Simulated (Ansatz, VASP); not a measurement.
In: VASP beside Ansatz

```xyz
1
Lattice="-1.9069 1.9069 1.9069 1.9069 -1.9069 1.9069 1.9069 1.9069 -1.9069" Properties=species:S:1:pos:R:3 pbc="T T T"
In    0.0000    0.0000    0.0000
```

Alike in both runs: task single point; functional r2SCAN; k mesh 13 × 13 × 13; occupations fermi-dirac, width 0.1 eV; no spin polarisation.

|  | VASP | Ansatz |
| --- | --- | --- |
| version | VASP 6.6.1 | Ansatz 0.2.0 |
| potentials or method | VASP PAW PBE potentials, release 64 (In_d), cutoff 550 eV | plane waves (500 eV) with PAW, scalar-relativistic |
| valence electrons in the cell | 13 | 13 |

```tsv
	VASP	Ansatz	Ansatz less VASP
pressure (GPa)	-1.5	-1.5	-0.02
```

VASP's potentials were made for PBE, not for r2SCAN. With one functional, cell and mesh, what is left measures potentials, basis and numerics.
